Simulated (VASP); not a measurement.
# Hg3Pt (Pm-3m) in VASP: notebook

The runs below take Hg3Pt through relaxation of cell and atoms, with LDA.

All numbers are computed with VASP 6.6.1; they aren't measurements. Logs are shortened: lines on timing, memory, paths and dates and some standing lists are left out, and cuts for length are marked.

## 1. The cell of the first run

Symmetry: Pm-3m, No. 221, cubic system. Conventional cell: a = 4.344 Å, b = 4.344 Å, c = 4.344 Å, α = 90.00°, β = 90.00°, γ = 90.00°. Within 4.0 Å of Hg (site symmetry 4/mmm) lie 8 Hg at 3.07 Å and 4 Pt at 3.07 Å. Within 4.0 Å of Pt (site symmetry m-3m) lie 12 Hg at 3.07 Å.

## 2. Relaxation of cell and atoms, LDA, target pressure 5 GPa, at which the enthalpy is minimised

The input, INCAR:

```
SYSTEM = Hg3Pt
PREC     = Accurate       ! precision mode
ENCUT    = 600            ! plane-wave cutoff, eV
EDIFF    = 1E-6           ! SCF threshold, eV
ISMEAR   = 1              ! smearing method
SIGMA    = 0.15           ! smearing width, eV
LREAL    = .False.        ! projectors in reciprocal space
LASPH    = .True.         ! aspherical terms in the spheres
NELM     = 100            ! most SCF steps
ALGO     = Normal         ! electronic algorithm
ISIF     = 3              ! what is computed and relaxed
LWAVE    = .False.        ! write WAVECAR
LCHARG   = .False.        ! write CHGCAR
IBRION   = 2              ! ionic algorithm
NSW      = 80             ! ionic steps
EDIFFG   = -0.01          ! ionic threshold
PSTRESS  = 50.0
```

The input, KPOINTS:

```
regular mesh
0
Gamma
  5 5 5
  0 0 0
```

The input, POSCAR:

```
Hg3Pt
1.0
    4.3442210000      0.0000000000      0.0000000000
    0.0000000000      4.3442210000      0.0000000000
    0.0000000000      0.0000000000      4.3442210000
Hg Pt
3 1
Direct
    0.0000000000      0.5000000000      0.5000000000
    0.5000000000      0.0000000000      0.5000000000
    0.5000000000      0.5000000000      0.0000000000
    0.0000000000      0.0000000000      0.0000000000
```

Potentials or basis: VASP PAW LDA potentials, release 64 (Hg, Pt).

Run with:

```sh
$ cat potpaw_LDA.64/Hg/POTCAR potpaw_LDA.64/Pt/POTCAR > POTCAR
$ mpirun -np 1 vasp_std > vasp.out
```

OUTCAR:

```text
SYSTEM = Hg3Pt
   PREC = Accurate
   ENCUT = 600
   EDIFF = 1E-6
   ISMEAR = 1
   LREAL = .False.
   LASPH = .True.
   NELM = 100
   ISIF = 3
   IBRION = 2
   NSW = 80
   EDIFFG = -0.01
   PSTRESS = 50.0

 ion  position               nearest neighbor table
   1  0.000  0.500  0.500-   2 3.07   3 3.07   4 3.07   3 3.07   4 3.07   2 3.07   4 3.07   4 3.07
                             2 3.07   3 3.07   3 3.07   2 3.07
   2  0.500  0.000  0.500-   1 3.07   3 3.07   4 3.07   3 3.07   4 3.07   1 3.07   3 3.07   3 3.07
                             1 3.07   4 3.07   4 3.07   1 3.07
   3  0.500  0.500  0.000-   1 3.07   2 3.07   4 3.07   1 3.07   2 3.07   2 3.07   4 3.07   2 3.07
                             1 3.07   4 3.07   1 3.07   4 3.07
   4  0.000  0.000  0.000-   1 3.07   2 3.07   3 3.07   1 3.07   2 3.07   1 3.07   3 3.07   1 3.07
                             2 3.07   3 3.07   2 3.07   3 3.07

  LATTYP: Found a simple cubic cell.
 ALAT       =     4.3442210000

  Lattice vectors:

 A1 = (   4.3442210000,   0.0000000000,   0.0000000000)
 A2 = (   0.0000000000,   4.3442210000,   0.0000000000)
 A3 = (   0.0000000000,   0.0000000000,   4.3442210000)

Analysis of symmetry for initial positions (statically):
=====================================================================
 Subroutine PRICEL returns:
 Original cell was already a primitive cell.

 Routine SETGRP: Setting up the symmetry group for a
 simple cubic supercell.

 Subroutine GETGRP returns: Found 48 space group operations
 (whereof 48 operations were pure point group operations)
 out of a pool of 48 trial point group operations.

The static configuration has the point symmetry O_h .

Analysis of symmetry for dynamics (positions and initial velocities):
=====================================================================
 Subroutine PRICEL returns:
 Original cell was already a primitive cell.

 Routine SETGRP: Setting up the symmetry group for a
 simple cubic supercell.

 Subroutine GETGRP returns: Found 48 space group operations
 (whereof 48 operations were pure point group operations)
 out of a pool of 48 trial point group operations.

The dynamic configuration has the point symmetry O_h .

 Subroutine INISYM returns: Found 48 space group operations
 (whereof 48 operations are pure point group operations),
 and found     1 'primitive' translations

----------------------------------------------------------------------------------------

                                     Primitive cell

  volume of cell :      81.9853

  direct lattice vectors                    reciprocal lattice vectors
     4.344221000  0.000000000  0.000000000     0.230190867  0.000000000  0.000000000
     0.000000000  4.344221000  0.000000000     0.000000000  0.230190867  0.000000000
     0.000000000  0.000000000  4.344221000     0.000000000  0.000000000  0.230190867

  length of vectors
     4.344221000  4.344221000  4.344221000     0.230190867  0.230190867  0.230190867

  position of ions in fractional coordinates (direct lattice)
[... 58 lines left out ...]
 SYSTEM =  Hg3Pt
   PREC   = accura    normal or accurate (medium, high low for compatibility)
   ISTART =      0    job   : 0-new  1-cont  2-samecut
   ICHARG =      2    charge: 1-file 2-atom 10-const
   ISPIN  =      1    spin polarized calculation?
   LNONCOLLINEAR =      F non collinear calculations
   LSORBIT =      F    spin-orbit coupling
   LASPH  =      T    aspherical Exc in radial PAW
   ENCUT  =  600.0 eV  44.10 Ry    6.64 a.u.   8.68  8.68  8.68*2*pi/ulx,y,z
   NELM   =    100;   NELMIN=  2; NELMDL= -5     # of ELM steps
   EDIFF  = 0.1E-05   stopping-criterion for ELM
   LREAL  =      F    real-space projection
   EDIFFG = -.1E-01   stopping-criterion for IOM
   NSW    =     80    number of steps for IOM
   IBRION =      2    ionic relax: 0-MD 1-quasi-New 2-CG
   NFREE  =      1    steps in history (QN), initial steepest desc. (CG)
   ISIF   =      3    stress and relaxation
   ISYM   =      2    0-nonsym 1-usesym 2-fastsym
   POTIM  = 0.5000    time-step for ionic-motion
   TEBEG  =    0.0;   TEEND  =   0.0 temperature during run
   PSTRESS=   50.0 pullay stress
   NELECT =      46.0000    total number of electrons
   NUPDOWN=      -1.0000    fix difference up-down
   EMIN   =  10.00;   EMAX   =-10.00  energy-range for DOS
   EFERMI =   0.00;   METHOD = LEGACY
   ISMEAR =     1;   SIGMA  =   0.15  broadening in eV -4-tet -1-fermi 0-gaus
   EFERMI_NEDOS =   21; number of points for ismear=-14 and -15
   IALGO  =     38    algorithm
   IMIX   =      4    mixing-type and parameters
     AMIX     =   0.40;   BMIX     =  1.00
     AMIX_MAG =   1.60;   BMIX_MAG =  1.00
  volume/ion in A,a.u.               =      20.50       138.32
  Fermi-wavevector in a.u.,A,eV,Ry     =   1.350254  2.551610 24.805956  1.823186
  Thomas-Fermi vector in A             =   2.477774
   LORBIT       =      0    0 simple, 1 ext, 2 COOP (PROOUT), +10 PAW based schemes
   GGA     = CA    functional components
   LHFCALC =     F    Hartree Fock is set to
   AEXX    =    0.0000 exact exchange contribution
   IVDW    =     0    specifies the selected vdW correction
   LEPSILON=     F    determine dielectric tensor
   LRPA    =     F    only Hartree local field effects (RPA)
 conjugate gradient relaxation of ions
 non-spin polarized calculation
 Methfessel and Paxton  Order N= 1 SIGMA  =   0.15
  energy-cutoff  :      600.00
  volume of cell :       81.99
 maximum number of plane-waves:      2777
 NGX is ok and might be reduce to    36
   NGX = 17   NGY = 17   NGZ = 17

--------------------------------------- Ionic step        1  -------------------------------------------

 number of electron      46.0000010 magnetization

 Free energy of the ion-electron system (eV)
  ---------------------------------------------------
  ext. energy  EPLUGINS =         0.00000000
  ---------------------------------------------------
  free energy    TOTEN  =        -9.74377049 eV

  energy without entropy =       -9.73928768  energy(sigma->0) =       -9.74227622

 E-fermi :   4.4044     XC(G=0): -11.9636

 val. band max:        4.3188991942   @ k =   0.0000   0.0000   0.0000
 cond. band min:       4.4325197447   @ k =   0.4000   0.2000   0.0000
 fundamental gap:      0.1136205505
 Fermi energy:         4.4044225237

 k-point     1 :       0.0000    0.0000    0.0000
  band No.  band energies     occupation
      1      -5.3823      2.00000
      2      -4.1878      2.00000
      3      -3.9208      2.00000
      4      -3.9208      2.00000
      5      -3.9208      2.00000
      6      -3.6677      2.00000
[... 528 lines left out ...]
--------------------------------------- Ionic step        7  -------------------------------------------

 number of electron      46.0000001 magnetization

 Free energy of the ion-electron system (eV)
  ---------------------------------------------------
  ext. energy  EPLUGINS =         0.00000000
  ---------------------------------------------------
  free energy    TOTEN  =        -9.97749202 eV

  energy without entropy =       -9.97568808  energy(sigma->0) =       -9.97689071

 E-fermi :   6.1200     XC(G=0): -12.7043

 val. band max:        5.9053588580   @ k =   0.4000   0.4000   0.2000
 cond. band min:       6.1659251216   @ k =   0.4000   0.2000   0.0000
 fundamental gap:      0.2605662636
 Fermi energy:         6.1200212592

 k-point     1 :       0.0000    0.0000    0.0000
  band No.  band energies     occupation
      1      -5.1397      2.00000
      2      -3.6306      2.00000
      3      -3.2622      2.00000
      4      -3.2622      2.00000
      5      -3.2622      2.00000
      6      -3.0293      2.00000
[... 324 lines left out ...]
  energy  without entropy=       -9.9756880796  energy(sigma->0) =       -9.97689071

  enthalpy is  TOTEN    =        -7.7380138537 eV   P V=        2.2394781689

 reached required accuracy - stopping structural energy minimisation
```

CONTCAR:

```text
Hg3Pt
   1.00000000000000
     4.1555559795822079   -0.0000000000000000   -0.0000000000000000
     0.0000000000000000    4.1555559795822079   -0.0000000000000000
    -0.0000000000000000    0.0000000000000000    4.1555559795822079
  Hg              Pt
     3     1
Direct
     0.0000000000000000    0.5000000000000000    0.5000000000000000
     0.5000000000000000    0.0000000000000000    0.5000000000000000
     0.5000000000000000    0.5000000000000000    1.0000000000000000
     0.0000000000000000    0.0000000000000000    1.0000000000000000

  0.00000000E+00  0.00000000E+00  0.00000000E+00
  0.00000000E+00  0.00000000E+00  0.00000000E+00
  0.00000000E+00  0.00000000E+00  0.00000000E+00
  0.00000000E+00  0.00000000E+00  0.00000000E+00
```

It took 76 s on 1 thread of Intel Xeon Platinum 8488C (Sapphire Rapids), shared host; peak memory 0.2 GiB.

What came out:

```
Free energy                                                : -9.9775 eV
Relaxed volume                                             : 17.94 Å³/atom
Relaxed cell                                               : a = 4.156 Å, b = 4.156 Å, c = 4.156 Å, α = 90.00°, β = 90.00°, γ = 90.00°
Space group after relaxing (to 0.1 Å)                      : Pm-3m (No. 221)
Energy change on relaxing (the run minimises the enthalpy) : -58.4 meV/atom
Ionic steps                                                : 7
Pressure after relaxing                                    : 5.0 GPa
Band gap on the k mesh                                     : zero (bands 23 and 24 overlap by 2.71 eV)
```

The path:
```tsv
step	energy change (eV)	largest force (eV/Å)	pressure (GPa)	volume (Å³)
1	0.0000	0.0000	-9.84	81.99
2	1.1560	0.0000	44.36	61.46
3	-0.2436	0.0000	4.23	72.10
4	-0.2365	0.0000	4.78	71.85
5	-0.2304	0.0000	5.23	71.66
6	-0.2378	0.0000	4.71	71.89
7	-0.2337	0.0000	4.99	71.76
```

Final structure:
```
Hg Pt
1.0
     4.15556    0.00000    0.00000
     0.00000    4.15556    0.00000
     0.00000    0.00000    4.15556
Hg Pt
3 1
Direct
  0.00000 0.50000 0.50000
  0.50000 0.00000 0.50000
  0.50000 0.50000 0.00000
  0.00000 0.00000 0.00000
```

Caveat: the cell is relaxed towards a set pressure, so the run minimises the enthalpy, not the energy; spin-orbit coupling is left out, which moves the levels of the heavy elements.

## 3. Relaxation of cell and atoms, LDA, target pressure 10 GPa, at which the enthalpy is minimised

The input, INCAR:

```
SYSTEM = Hg3Pt
PREC = Accurate
ENCUT = 600
EDIFF = 1E-7
ISMEAR = 1
SIGMA = 0.15
LREAL = .FALSE.
LASPH = .TRUE.
NELM = 60
ALGO = Normal
ISIF = 3
LWAVE = .FALSE.
LCHARG = .FALSE.
IBRION = 2
NSW = 80
EDIFFG = -0.01
PSTRESS = 100.0
```

The input, KPOINTS:

```
Automatic mesh
0
G
  5 5 5
  0 0 0
```

POSCAR is that of step 2.

Potentials or basis: VASP PAW LDA potentials, release 64 (Hg, Pt).

Run with:

```sh
$ cat potpaw_LDA.64/Hg/POTCAR potpaw_LDA.64/Pt/POTCAR > POTCAR
$ mpirun -np 1 vasp_std > vasp.out
```

OUTCAR:

```text
SYSTEM = Hg3Pt
   PREC = Accurate
   ENCUT = 600
   EDIFF = 1E-7
   ISMEAR = 1
   LREAL = .FALSE.
   LASPH = .TRUE.
   NELM = 60
   ISIF = 3
   IBRION = 2
   NSW = 80
   EDIFFG = -0.01
   PSTRESS = 100.0

 ion  position               nearest neighbor table
   1  0.000  0.500  0.500-   2 3.07   3 3.07   4 3.07   3 3.07   4 3.07   2 3.07   4 3.07   4 3.07
                             2 3.07   3 3.07   3 3.07   2 3.07
   2  0.500  0.000  0.500-   1 3.07   3 3.07   4 3.07   3 3.07   4 3.07   1 3.07   3 3.07   3 3.07
                             1 3.07   4 3.07   4 3.07   1 3.07
   3  0.500  0.500  0.000-   1 3.07   2 3.07   4 3.07   1 3.07   2 3.07   2 3.07   4 3.07   2 3.07
                             1 3.07   4 3.07   1 3.07   4 3.07
   4  0.000  0.000  0.000-   1 3.07   2 3.07   3 3.07   1 3.07   2 3.07   1 3.07   3 3.07   1 3.07
                             2 3.07   3 3.07   2 3.07   3 3.07

  LATTYP: Found a simple cubic cell.
 ALAT       =     4.3442210000

  Lattice vectors:

 A1 = (   4.3442210000,   0.0000000000,   0.0000000000)
 A2 = (   0.0000000000,   4.3442210000,   0.0000000000)
 A3 = (   0.0000000000,   0.0000000000,   4.3442210000)

Analysis of symmetry for initial positions (statically):
=====================================================================
 Subroutine PRICEL returns:
 Original cell was already a primitive cell.

 Routine SETGRP: Setting up the symmetry group for a
 simple cubic supercell.
[... 128 lines left out ...]
     AMIX_MAG =   1.60;   BMIX_MAG =  1.00
  volume/ion in A,a.u.               =      20.50       138.32
  Fermi-wavevector in a.u.,A,eV,Ry     =   1.350254  2.551610 24.805956  1.823186
  Thomas-Fermi vector in A             =   2.477774
   LORBIT       =      0    0 simple, 1 ext, 2 COOP (PROOUT), +10 PAW based schemes
   GGA     = CA    functional components
   LHFCALC =     F    Hartree Fock is set to
   AEXX    =    0.0000 exact exchange contribution
   IVDW    =     0    specifies the selected vdW correction
   LEPSILON=     F    determine dielectric tensor
   LRPA    =     F    only Hartree local field effects (RPA)
 conjugate gradient relaxation of ions
 non-spin polarized calculation
 Methfessel and Paxton  Order N= 1 SIGMA  =   0.15
  energy-cutoff  :      600.00
  volume of cell :       81.99
 maximum number of plane-waves:      2777
 NGX is ok and might be reduce to    36
   NGX = 17   NGY = 17   NGZ = 17

--------------------------------------- Ionic step        1  -------------------------------------------

 number of electron      46.0000010 magnetization

 Free energy of the ion-electron system (eV)
  ---------------------------------------------------
  ext. energy  EPLUGINS =         0.00000000
  ---------------------------------------------------
  free energy    TOTEN  =        -9.74377056 eV

  energy without entropy =       -9.73928883  energy(sigma->0) =       -9.74227665

 E-fermi :   4.4045     XC(G=0): -11.9637

 val. band max:        4.3188647340   @ k =   0.0000   0.0000   0.0000
 cond. band min:       4.4325946149   @ k =   0.4000   0.2000   0.0000
 fundamental gap:      0.1137298809
 Fermi energy:         4.4044922768
[... 764 lines left out ...]
--------------------------------------- Ionic step        5  -------------------------------------------

 number of electron      46.0000010 magnetization

 Free energy of the ion-electron system (eV)
  ---------------------------------------------------
  ext. energy  EPLUGINS =         0.00000000
  ---------------------------------------------------
  free energy    TOTEN  =        -9.88548081 eV

  energy without entropy =       -9.88224515  energy(sigma->0) =       -9.88440226

 E-fermi :   6.5245     XC(G=0): -12.8634

 val. band max:        6.2762225062   @ k =   0.4000   0.4000   0.2000
 cond. band min:       6.5677845702   @ k =   0.4000   0.2000   0.0000
 fundamental gap:      0.2915620640
 Fermi energy:         6.5244570940
[... 333 lines left out ...]
  energy  without entropy=       -9.8822451523  energy(sigma->0) =       -9.88440226

  enthalpy is  TOTEN    =        -5.5304608921 eV   P V=        4.3550199152

 reached required accuracy - stopping structural energy minimisation
```

OSZICAR:

```text
N       E                     dE             d eps       ncg     rms          rms(c)
DAV:   1     0.411493409216E+03    0.41149E+03   -0.25883E+04   540   0.187E+03
DAV:   2     0.627512826529E+01   -0.40522E+03   -0.39174E+03   555   0.445E+02
DAV:   3    -0.102243132312E+02   -0.16499E+02   -0.15984E+02   587   0.922E+01
[... 49 lines left out ...]
DAV:   3    -0.988555119980E+01    0.44618E-03   -0.18652E-03   625   0.448E-01    0.190E-01
DAV:   4    -0.988550244053E+01    0.48759E-04   -0.20530E-04   557   0.999E-02    0.109E-01
DAV:   5    -0.988548068153E+01    0.21759E-04   -0.17933E-05   551   0.367E-02    0.135E-02
DAV:   6    -0.988548079258E+01   -0.11105E-06   -0.26940E-06   567   0.113E-02    0.249E-03
DAV:   7    -0.988548080730E+01   -0.14719E-07   -0.73878E-08   279   0.263E-03
   5 F= -.55304609E+01 E0= -.55293823E+01  d E =-.903805E+00
```

CONTCAR:

```text
Hg3Pt
   1.00000000000000
     4.1168676862487681    0.0000000000000000   -0.0000000000000000
     0.0000000000000000    4.1168676862487681   -0.0000000000000000
    -0.0000000000000000    0.0000000000000000    4.1168676862487681
  Hg              Pt
     3     1
Direct
     0.0000000000000000    0.5000000000000000    0.5000000000000000
     0.5000000000000000    0.0000000000000000    0.5000000000000000
     0.5000000000000000    0.5000000000000000    0.0000000000000000
     0.0000000000000000    0.0000000000000000    0.0000000000000000

  0.00000000E+00  0.00000000E+00  0.00000000E+00
  0.00000000E+00  0.00000000E+00  0.00000000E+00
  0.00000000E+00  0.00000000E+00  0.00000000E+00
  0.00000000E+00  0.00000000E+00  0.00000000E+00
```

Run time: 67 s. Hardware: 1 thread of Intel Xeon Platinum 8488C (Sapphire Rapids), shared host; peak memory 0.2 GiB.

Results:

```
Free energy                                                : -9.8855 eV
Relaxed volume                                             : 17.44 Å³/atom
Relaxed cell                                               : a = 4.117 Å, b = 4.117 Å, c = 4.117 Å, α = 90.00°, β = 90.00°, γ = 90.00°
Space group after relaxing (to 0.1 Å)                      : Pm-3m (No. 221)
Energy change on relaxing (the run minimises the enthalpy) : -35.4 meV/atom
Ionic steps                                                : 5
Pressure after relaxing                                    : 10.0 GPa
Band gap on the k mesh                                     : zero (bands 23 and 24 overlap by 2.89 eV)
```

Step by step:
```
step  energy change (eV)  largest force (eV/Å)  pressure (GPa)  volume (Å³)
   1              0.0000                0.0000           -9.83        81.99
   2              3.6511                0.0000           92.42        55.42
   3             -0.1804                0.0000            8.17        70.46
   4             -0.1561                0.0000            9.35        70.01
   5             -0.1417                0.0000           10.00        69.78
```

Final structure:
```
Hg Pt
1.0
     4.11687    0.00000    0.00000
     0.00000    4.11687    0.00000
     0.00000    0.00000    4.11687
Hg Pt
3 1
Direct
  0.00000 0.50000 0.50000
  0.50000 0.00000 0.50000
  0.50000 0.50000 0.00000
  0.00000 0.00000 0.00000
```

Caveat: the cell is relaxed towards a set pressure, so the run minimises the enthalpy, not the energy; spin-orbit coupling is left out, which moves the levels of the heavy elements.
